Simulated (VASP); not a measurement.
La16HO24 (a cell with a defect), 41 atoms in the cell. The cell holds a defect, 41 atoms: a = 7.881 Å, b = 7.881 Å, c = 12.376 Å, α = 90.00°, β = 90.00°, γ = 120.00°. 

- Program: VASP 6.6.1
- Task: single point
- Functional: PBE
- Potentials or basis: VASP PAW PBE potentials, release 64 (La, O, H)
- Cutoff: 520 eV
- k mesh: 1 × 1 × 1, shifted
- Occupations: fermi-dirac, width 0.01 eV
- Spin: no spin polarisation
- Dipole correction: no
- Charge: -1
- Further INCAR settings: LREAL = Auto; ALGO = Normal; EDIFF = 1e-07; NBANDS = 186; NELECT = 322.0

Potentials or basis: VASP PAW PBE potentials, release 64 (La, O, H).

Command:

```sh
$ cat potpaw_PBE.64/La/POTCAR potpaw_PBE.64/O/POTCAR potpaw_PBE.64/H/POTCAR > POTCAR
$ mpirun -np 1 vasp_std > vasp.out
```

Hardware: 1 thread of Intel(R) Xeon(R) Platinum 8259CL CPU @ 2.50GHz (Skylake/Cascade Lake), with other jobs on the host.

Q: How long does it take, and how much memory?

A: It took 58 min on 1 thread of Intel(R) Xeon(R) Platinum 8259CL CPU @ 2.50GHz (Skylake/Cascade Lake), on a shared host, peak memory 1 GiB. Counts: scf iterations 25, k points 6.
